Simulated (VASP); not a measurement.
# RbSb3S4 (R-3m) in VASP: a series of runs

The runs below take RbSb3S4 through single point, with PBE.

Program: VASP 6.6.1. These are calculated values, not measurements. Logs are shortened: lines on timing, memory, paths and dates and some standing lists are left out, and cuts for length are marked.

### 1 The cell of the first run

The structure is trigonal, space group R-3m (No. 166). The conventional cell has a = 7.872 Å, b = 7.872 Å, c = 11.258 Å, α = 90.00°, β = 90.00°, γ = 120.00°. Rb (site symmetry -3m) has 6 S at 2.95 Å within 3.9 Å. Sb (site symmetry 2/m) has 6 S at 2.95 Å within 3.9 Å. S (site symmetry 2/m) has 4 Sb at 2.95 Å and 2 Rb at 2.95 Å within 3.9 Å. Within 3.9 Å of S (site symmetry -3m) lie 6 Sb at 2.95 Å.

### 2 Single point, PBE

The input, INCAR:

```
  PREC = Accurate
  ENCUT = 520
  EDIFF = 1E-7
  ISMEAR = 0
  SIGMA = 0.1
  LREAL = F
  LASPH = T
  NELM = 60
  ALGO = Normal
  ISIF = 2
  LWAVE = F
  LCHARG = F
  GGA = PE
  NBANDS = 34
```

The input, KPOINTS:

```
Automatic mesh
0
Gamma
  3 3 3
```

The input, POSCAR:

```
RbSb3S4
1.0
    3.9361494132      2.2725369223      3.7526300443
   -3.9361494132      2.2725369223      3.7526300443
    0.0000000000     -4.5450738476      3.7526300425
Rb Sb S
1 3 4
Direct
    0.5000000000      0.5000000000      0.5000000000
    0.0000000000      0.0000000000      0.5000000000
    0.5000000000      0.0000000000      0.0000000000
    0.0000000000      0.5000000000      0.0000000000
    0.5000000000      0.5000000000      0.0000000000
    0.0000000000      0.5000000000      0.5000000000
    0.5000000000      0.0000000000      0.5000000000
    0.0000000000      0.0000000000      0.0000000000
```

Potentials or basis: VASP PAW PBE potentials, release 64 (Rb_sv, Sb, S).

Started as:

```console
> cat potpaw_PBE.64/Rb_sv/POTCAR potpaw_PBE.64/Sb/POTCAR potpaw_PBE.64/S/POTCAR > POTCAR
> mpirun -np 1 vasp_std > vasp.out
```

OUTCAR:

```text
PREC = Accurate
   ENCUT = 520
   EDIFF = 1E-7
   ISMEAR = 0
   LREAL = F
   LASPH = T
   NELM = 60
   ISIF = 2
   GGA = PE

 ion  position               nearest neighbor table
   1  0.500  0.500  0.500-   6 2.95   7 2.95   7 2.95   6 2.95   5 2.95   5 2.95   2 3.94   2 3.94
                             3 3.94   4 3.94   4 3.94   3 3.94   2 4.39   2 4.39   3 4.39   3 4.39
   2  0.000  0.000  0.500-   6 2.95   7 2.95   6 2.95   7 2.95   8 2.95   8 2.95   1 3.94   1 3.94
                             1 4.39   1 4.39
   3  0.500  0.000  0.000-   5 2.95   8 2.95   5 2.95   8 2.95   7 2.95   7 2.95   1 3.94   1 3.94
                             1 4.39   1 4.39
   4  0.000  0.500  0.000-   5 2.95   8 2.95   8 2.95   5 2.95   6 2.95   6 2.95   1 3.94   1 3.94
                             1 4.39   1 4.39
   5  0.500  0.500  0.000-   3 2.95   4 2.95   3 2.95   4 2.95   1 2.95   1 2.95
   6  0.000  0.500  0.500-   1 2.95   2 2.95   2 2.95   1 2.95   4 2.95   4 2.95
   7  0.500  0.000  0.500-   1 2.95   2 2.95   1 2.95   2 2.95   3 2.95   3 2.95
   8  0.000  0.000  0.000-   3 2.95   4 2.95   4 2.95   3 2.95   2 2.95   2 2.95

  LATTYP: Found a trigonal (rhomboedric) cell.
 ALAT       =     5.8940587472
 COS(alpha) =     0.1080423671

  Lattice vectors:

 A1 = (   3.9361494132,   2.2725369223,   3.7526300443)
 A2 = (  -3.9361494132,   2.2725369223,   3.7526300443)
 A3 = (   0.0000000000,  -4.5450738476,   3.7526300425)

Analysis of symmetry for initial positions (statically):
=====================================================================
 Subroutine PRICEL returns:
 Original cell was already a primitive cell.

 Routine SETGRP: Setting up the symmetry group for a
 trigonal (rhombohedral) supercell.

 Subroutine GETGRP returns: Found 12 space group operations
 (whereof 12 operations were pure point group operations)
 out of a pool of 12 trial point group operations.

The static configuration has the point symmetry D_3d.

Analysis of symmetry for dynamics (positions and initial velocities):
=====================================================================
 Subroutine PRICEL returns:
 Original cell was already a primitive cell.

 Routine SETGRP: Setting up the symmetry group for a
 trigonal (rhombohedral) supercell.

 Subroutine GETGRP returns: Found 12 space group operations
 (whereof 12 operations were pure point group operations)
 out of a pool of 12 trial point group operations.

The dynamic configuration has the point symmetry D_3d.

 Subroutine INISYM returns: Found 12 space group operations
 (whereof 12 operations are pure point group operations),
 and found     1 'primitive' translations

----------------------------------------------------------------------------------------

                                     Primitive cell

  volume of cell :     201.4047

  direct lattice vectors                    reciprocal lattice vectors
     3.936149413  2.272536922  3.752630044     0.127027698  0.073339476  0.088826591
    -3.936149413  2.272536922  3.752630044    -0.127027698  0.073339476  0.088826591
     0.000000000 -4.545073848  3.752630042     0.000000000 -0.146678952  0.088826591

  length of vectors
     5.894058747  5.894058747  5.894058747     0.171478506  0.171478506  0.171478506

  position of ions in fractional coordinates (direct lattice)
     0.500000000  0.500000000  0.500000000
     1.000000000  1.000000000  0.500000000
     0.500000000  0.000000000  0.000000000
     0.000000000  0.500000000  0.000000000
     0.500000000  0.500000000  0.000000000
     1.000000000  0.500000000  0.500000000
     0.500000000  1.000000000  0.500000000
     0.000000000  0.000000000  0.000000000

  ion indices of the primitive-cell ions
   primitive index   ion index
                 1           1
                 2           2
                 3           3
                 4           4
                 5           5
                 6           6
                 7           7
                 8           8

----------------------------------------------------------------------------------------

 KPOINTS: Automatic mesh

Automatic generation of k-mesh.
 Grid dimensions read from file:
 generate k-points for:    3    3    3

 Generating k-lattice:

  Cartesian coordinates                     Fractional coordinates (reciprocal lattice)
     0.042342566  0.024446492  0.029608864     0.333333333  0.000000000  0.000000000
    -0.042342566  0.024446492  0.029608864     0.000000000  0.333333333  0.000000000
     0.000000000 -0.048892984  0.029608864     0.000000000  0.000000000  0.333333333

  Length of vectors
     0.057159502  0.057159502  0.057159502

  Shift w.r.t. Gamma in fractional coordinates (k-lattice)
     0.000000000  0.000000000  0.000000000

 Subroutine IBZKPT returns following result:
 ===========================================

 Found      6 irreducible k-points:

 Following reciprocal coordinates:
            Coordinates               Weight
  0.000000  0.000000  0.000000      1.000000
  0.333333  0.000000  0.000000      6.000000
  0.333333  0.333333  0.000000      6.000000
 -0.333333  0.333333  0.000000      6.000000
  0.333333  0.333333  0.333333      2.000000
 -0.333333  0.333333  0.333333      6.000000
   k-points           NKPTS =      6   k-points in BZ     NKDIM =      6   number of bands    NBANDS=     34
   number of dos      NEDOS =    301   number of ions     NIONS =      8
   total plane-waves  NPLWV = 110592
   dimension x,y,z NGX =    48 NGY =   48 NGZ =   48
   dimension x,y,z NGXF=    96 NGYF=   96 NGZF=   96
   ions per type =               1   3   4
   NGX,Y,Z   is equivalent  to a cutoff of  13.54, 13.54, 13.54 a.u.
   NGXF,Y,Z  is equivalent  to a cutoff of  27.08, 27.08, 27.08 a.u.
 SYSTEM =  unknown system
   PREC   = accura    normal or accurate (medium, high low for compatibility)
   ISTART =      0    job   : 0-new  1-cont  2-samecut
   ICHARG =      2    charge: 1-file 2-atom 10-const
   ISPIN  =      1    spin polarized calculation?
   LNONCOLLINEAR =      F non collinear calculations
   LSORBIT =      F    spin-orbit coupling
   LASPH  =      T    aspherical Exc in radial PAW
   ENCUT  =  520.0 eV  38.22 Ry    6.18 a.u.  10.96 10.96 10.96*2*pi/ulx,y,z
   NELM   =     60;   NELMIN=  2; NELMDL= -5     # of ELM steps
   EDIFF  = 0.1E-06   stopping-criterion for ELM
   LREAL  =      F    real-space projection
   EDIFFG = 0.1E-05   stopping-criterion for IOM
   NSW    =      0    number of steps for IOM
   IBRION =     -1    ionic relax: 0-MD 1-quasi-New 2-CG
   NFREE  =      0    steps in history (QN), initial steepest desc. (CG)
   ISIF   =      2    stress and relaxation
   ISYM   =      2    0-nonsym 1-usesym 2-fastsym
   POTIM  = 0.5000    time-step for ionic-motion
   TEBEG  =    0.0;   TEEND  =   0.0 temperature during run
   PSTRESS=    0.0 pullay stress
   NELECT =      48.0000    total number of electrons
   NUPDOWN=      -1.0000    fix difference up-down
   EMIN   =  10.00;   EMAX   =-10.00  energy-range for DOS
   EFERMI =   0.00;   METHOD = LEGACY
   ISMEAR =     0;   SIGMA  =   0.10  broadening in eV -4-tet -1-fermi 0-gaus
   EFERMI_NEDOS =   21; number of points for ismear=-14 and -15
   IALGO  =     38    algorithm
   IMIX   =      4    mixing-type and parameters
     AMIX     =   0.40;   BMIX     =  1.00
     AMIX_MAG =   1.60;   BMIX_MAG =  1.00
  volume/ion in A,a.u.               =      25.18       169.89
  Fermi-wavevector in a.u.,A,eV,Ry     =   1.014999  1.918069 14.017021  1.030222
  Thomas-Fermi vector in A             =   2.148259
   LORBIT       =      0    0 simple, 1 ext, 2 COOP (PROOUT), +10 PAW based schemes
   GGA     = PE    functional components
   LHFCALC =     F    Hartree Fock is set to
   AEXX    =    0.0000 exact exchange contribution
   IVDW    =     0    specifies the selected vdW correction
   LEPSILON=     F    determine dielectric tensor
   LRPA    =     F    only Hartree local field effects (RPA)
 non-spin polarized calculation
 Gauss-broadening in eV      SIGMA  =   0.10
  energy-cutoff  :      520.00
  volume of cell :      201.40
 maximum number of plane-waves:      5455
 NGX is ok and might be reduce to    48
   NGX = 21   NGY = 21   NGZ = 21

 number of electron      48.0000000 magnetization

 Free energy of the ion-electron system (eV)
  ---------------------------------------------------
  ext. energy  EPLUGINS =         0.00000000
  ---------------------------------------------------
  free energy    TOTEN  =       -30.47910173 eV

  energy without entropy =      -30.44090598  energy(sigma->0) =      -30.46000385

 E-fermi :   5.6091     XC(G=0):  -9.5219

 val. band max:        5.6090381065   @ k =  -0.3333   0.3333   0.3333
 cond. band min:       5.6755257263   @ k =   0.3333   0.3333   0.3333
 fundamental gap:      0.0664876198
 Fermi energy:         5.6090994217

 k-point     1 :       0.0000    0.0000    0.0000
  band No.  band energies     occupation
      1     -20.0020      2.00000
      2      -8.5232      2.00000
      3      -7.0277      2.00000
      4      -7.0277      2.00000
      5      -6.9890      2.00000
      6      -4.6131      2.00000
[... 26 lines left out ...]
     33       9.0757      0.00000
     34       9.8353      0.00000

 k-point     2 :       0.3333    0.0000    0.0000
  band No.  band energies     occupation
      1     -20.0006      2.00000
      2      -8.3088      2.00000
      3      -7.3967      2.00000
      4      -7.1255      2.00000
      5      -6.9267      2.00000
      6      -4.6150      2.00000
[... 26 lines left out ...]
     33       9.2229      0.00000
     34       9.8544      0.00000

 k-point     3 :       0.3333    0.3333    0.0000
  band No.  band energies     occupation
      1     -19.9992      2.00000
      2      -8.1061      2.00000
      3      -7.3667      2.00000
      4      -7.3264      2.00000
      5      -7.0653      2.00000
      6      -4.6052      2.00000
[... 26 lines left out ...]
     33       9.9938      0.00000
     34      10.4150      0.00000

 k-point     4 :      -0.3333    0.3333    0.0000
  band No.  band energies     occupation
      1     -19.9992      2.00000
      2      -8.0513      2.00000
      3      -7.4930      2.00000
      4      -7.3168      2.00000
      5      -7.0256      2.00000
      6      -4.6100      2.00000
[... 26 lines left out ...]
     33      10.3176      0.00000
     34      10.7467      0.00000

 k-point     5 :       0.3333    0.3333    0.3333
  band No.  band energies     occupation
      1     -19.9979      2.00000
      2      -7.9769      2.00000
      3      -7.3397      2.00000
      4      -7.2502      2.00000
      5      -7.2502      2.00000
      6      -4.4077      2.00000
[... 26 lines left out ...]
     33      10.4201      0.00000
     34      10.4446      0.00000

 k-point     6 :      -0.3333    0.3333    0.3333
  band No.  band energies     occupation
      1     -19.9979      2.00000
      2      -7.8457      2.00000
      3      -7.4773      2.00000
      4      -7.2947      2.00000
      5      -7.2637      2.00000
      6      -4.5850      2.00000
[... 26 lines left out ...]
     33      11.0387      0.00000
     34      11.3025      0.00000

------------------------ aborting loop because EDIFF is reached ----------------------------------------

  FORCE on cell =-STRESS in cart. coord.  units (eV):
  Direction    XX          YY          ZZ          XY          YZ          ZX
  --------------------------------------------------------------------------------------
  -------------------------------------------------------------------------------------
  Total       -0.0691219     -0.0691219     -0.2477218      0.0000000      0.0000000      0.0000000
  in kB       -0.5498658     -0.5498658     -1.9706310      0.0000000      0.0000000      0.0000000
  external PRESSURE =      -1.0234542 kB  Pullay stress =       0.0000000 kB

 VOLUME and BASIS-vectors are now :
 -----------------------------------------------------------------------------
  energy-cutoff  :      520.00
  volume of cell :      201.40
      direct lattice vectors                 reciprocal lattice vectors
     3.936149413  2.272536922  3.752630044     0.127027698  0.073339476  0.088826591
    -3.936149413  2.272536922  3.752630044    -0.127027698  0.073339476  0.088826591
     0.000000000 -4.545073848  3.752630042     0.000000000 -0.146678952  0.088826591

 POSITION                                       TOTAL-FORCE (eV/Angst)
 -----------------------------------------------------------------------------------
      0.00000     -0.00000      5.62895        -0.000000      0.000000     -0.000000
      0.00000     -2.27254      1.87632        -0.000000      0.000000      0.000000
      1.96807      1.13627      1.87632         0.000000     -0.000000      0.000000
     -1.96807      1.13627      1.87632        -0.000000     -0.000000      0.000000
      0.00000      2.27254      3.75263         0.000000      0.000000     -0.000000
     -1.96807     -1.13627      3.75263         0.000000     -0.000000      0.000000
      1.96807     -1.13627      3.75263         0.000000     -0.000000      0.000000
      0.00000      0.00000      0.00000         0.000000     -0.000000      0.000000
 -----------------------------------------------------------------------------------
    total drift:                                0.000000      0.000000     -0.000000

  FREE ENERGIE OF THE ION-ELECTRON SYSTEM (eV)
  ---------------------------------------------------
  free  energy   TOTEN  =       -30.4791017281 eV

  energy  without entropy=      -30.4409059816  energy(sigma->0) =      -30.46000385
```

Run time: 33 s. Hardware: 1 thread of Intel Xeon 6975P-C (Granite Rapids), shared host; peak memory 0.32 GiB.

What came out:

```yaml
Free_energy: -30.4791 eV
Pressure: -0.1 GPa
Band_gap_on_the_k_mesh: zero (band 24 reaches 8.24 eV, above the bottom of band 25 at 5.54 eV)
```

Caveat: spin-orbit coupling is left out, which moves the levels of the heavy elements.

[end of part 1 of 2]
